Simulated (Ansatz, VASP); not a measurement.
**BAs in VASP and in Ansatz**

Contents of INCAR:

```
ALGO = Normal
EDIFF = 1E-6
EDIFFG = -0.005
ENCUT = 600
GGA = PS
IBRION = 2
ISIF = 3
ISMEAR = -1
IVDW = 12
LASPH = T
LCHARG = F
LREAL = F
LWAVE = F
NELM = 100
NSW = 80
PREC = Accurate
SIGMA = 0.05
```

KPOINTS

```
k-points
0
Gamma
  10 10 10
```

Contents of POSCAR:

```
BAs
1.0
    0.0000000000      2.3885000000      2.3885000000
    2.3885000000      0.0000000000      2.3885000000
    2.3885000000      2.3885000000      0.0000000000
As B
1 1
Direct
    0.7500000000      0.7500000000      0.7500000000
    0.0000000000      0.0000000000      0.0000000000
```

File input.yaml:

```yaml
crystal:
  lattice:
    - [0.0, 2.3885, 2.3885]
    - [2.3885, 0.0, 2.3885]
    - [2.3885, 2.3885, 0.0]
  atoms:
    - { symbol: As, position: [0.75, 0.75, 0.75] }
    - { symbol: B, position: [0.0, 0.0, 0.0] }
kpoints:
  mp_grid: { grid: [10, 10, 10] }
scf:
  occupations: { method: fermi_dirac, width: 0.05 }
hamiltonian:
  xc: pbesol
  dispersion: d3bj
  pseudopotentials: { kind: all_electron, lapw: { basis_error: 0.001 } }
output:
  forces: true
  stress: true
relax:
  f_tol: 0.005
  max_steps: 60
  cell: {}
```

Alike in both runs: task relaxation of cell and atoms; functional PBEsol; dispersion D3(BJ); k mesh 10 × 10 × 10; occupations fermi-dirac, width 0.05 eV; no spin polarisation.

```csv
,VASP,Ansatz
version,VASP 6.6.1,Ansatz 0.2.0
potentials or method,"VASP PAW PBE potentials, release 64 (As, B), cutoff 600 eV","all-electron LAPW, scalar-relativistic"
```

Ansatz gave:

| Item | Value |
| --- | --- |
| relaxed volume (Å³/atom) | 13.23 |
| relaxed length of the cell vector where the two differ most in proportion (Å) | 3.345 |

Q: Which values does VASP return?

A: Relaxed volume (Å³/atom): 13.32; relaxed length of the cell vector where the two differ most in proportion (Å): 3.352.

VASP's potentials were made for PBE, not for PBEsol. Ansatz ran all-electron here, and VASP with PAW potentials.
